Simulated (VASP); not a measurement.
Write the native input for VASP 6.6.1 that does the following.

```yaml
Task: single point
Functional: PBEsol
Potentials_or_basis: VASP PAW PBE potentials, release 64 (Cu_sv_GW)
Cutoff: 820 eV
k_mesh: 24 × 24 × 24
Occupations: gaussian, width 0.15 eV
Spin: no spin polarisation
Dipole_correction: no
Further_INCAR_settings: ALGO = Normal; EDIFF = 1e-06; NBANDS = 16
```

The structure of Cu lies in POSCAR:

```
Cu
1.0
   -0.0864153256      1.7653416519      1.7653416519
    1.7653416519     -0.0864153256      1.7653416519
    1.7653416519      1.7653416519     -0.0864153256
Cu
1
Direct
    0.0000000000      0.0000000000      0.0000000000
```

This cell differs from its parent crystal: ratio of the length along [111] to the lengths across it x 0.93, volume and fractional coordinates fixed.

The input as run:

INCAR

```
SYSTEM = Cu
ALGO = Normal
EDIFF = 1E-6
ENCUT = 820
GGA = PS
GGA_COMPAT = .FALSE.
ISIF = 2
ISMEAR = 0
LASPH = .TRUE.
LCHARG = .TRUE.
LELF = .TRUE.
LREAL = .FALSE.
LVHAR = .TRUE.
LWAVE = .FALSE.
NBANDS = 16
NELM = 120
PREC = Accurate
SIGMA = 0.15
```

KPOINTS

```
k-points
0
G
  24 24 24
  0 0 0
```

Potentials or basis: VASP PAW PBE potentials, release 64 (Cu_sv_GW).

Command:

```bash
$ cat potpaw_PBE.64/Cu_sv_GW/POTCAR > POTCAR
$ mpirun -np 1 vasp_std > vasp.out
```

Results of the run:

| Item | Value |
| --- | --- |
| Pressure | -6.5 GPa |
| Band gap on the k mesh | zero (an odd number of electrons rules out a gap without spin polarisation) |

Caveat: the cell stands under tension; the PAW data sets were made with another functional, which shifts forces and pressure a little.

Run time: 4.1 min on 1 thread of Intel(R) Xeon(R) Platinum 8175M CPU @ 2.50GHz (Skylake/Cascade Lake), on a shared host, peak memory 0.65 GiB.
